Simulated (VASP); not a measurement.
Sb: single point with r2SCAN

The system is Sb.

```
CELL_PARAMETERS angstrom
3.31800 0.00000 0.00000
0.00000 3.31800 0.00000
0.00000 0.00000 3.16000
ATOMIC_POSITIONS crystal
Sb 0.00000 0.00000 0.00000
```

This cell differs from its parent crystal: strain +0.050 along x and y, +0.000 along z.

```yaml
Program: VASP 6.6.1
Task: single point
Functional: r2SCAN
Potentials_or_basis: VASP PAW PBE potentials, release 64 (Sb)
Cutoff: 520 eV
k_mesh: 16 × 16 × 16
Occupations: gaussian, width 0.15 eV
Spin: no spin polarisation
```

* Pressure: -6.8 GPa
* Band gap on the k mesh: zero (an odd number of electrons rules out a gap without spin polarisation)

Stress tensor (GPa, compression positive):
```
-7.66  0.00  0.00
 0.00 -7.66  0.00
 0.00  0.00 -5.14
```

Levels at points of the mesh, in eV from the Fermi level:
| k point | band 1 | band 2 | band 3 | band 4 | band 5 | band 6 | band 7 |
| --- | --- | --- | --- | --- | --- | --- | --- |
| (0.00, 0.00, 0.00) | -11.88 | 2.60 | 2.60 | 3.88 | 6.85 | 7.05 | 8.54 |
| (0.50, 0.00, 0.00) | -10.03 | -4.80 | 4.10 | 5.40 | 8.81 | 10.89 | 11.16 |
| (0.50, 0.50, 0.00) | -8.10 | -3.19 | -3.19 | 2.96 | 6.90 | 12.56 | 13.89 |
| (0.00, 0.00, 0.50) | -9.45 | -4.96 | 4.56 | 4.56 | 8.99 | 10.44 | 11.10 |
| (0.50, 0.00, 0.50) | -7.48 | -3.41 | -2.77 | 3.06 | 6.05 | 12.17 | 12.74 |
| (0.50, 0.50, 0.50) | -5.33 | -1.98 | -1.27 | -1.27 | 5.29 | 5.29 | 5.67 |

Wall time 3.3 min on 1 thread of Intel(R) Xeon(R) Platinum 8488C (Sapphire Rapids) (shared host), peak memory 0.24 GiB.

Caveat: the cell differs from its parent crystal (strain +0.050 along x and y, +0.000 along z); the cell stands under tension; the PAW data sets were made with another functional, which shifts forces and pressure a little; spin-orbit coupling is left out, which moves the levels of the heavy elements.
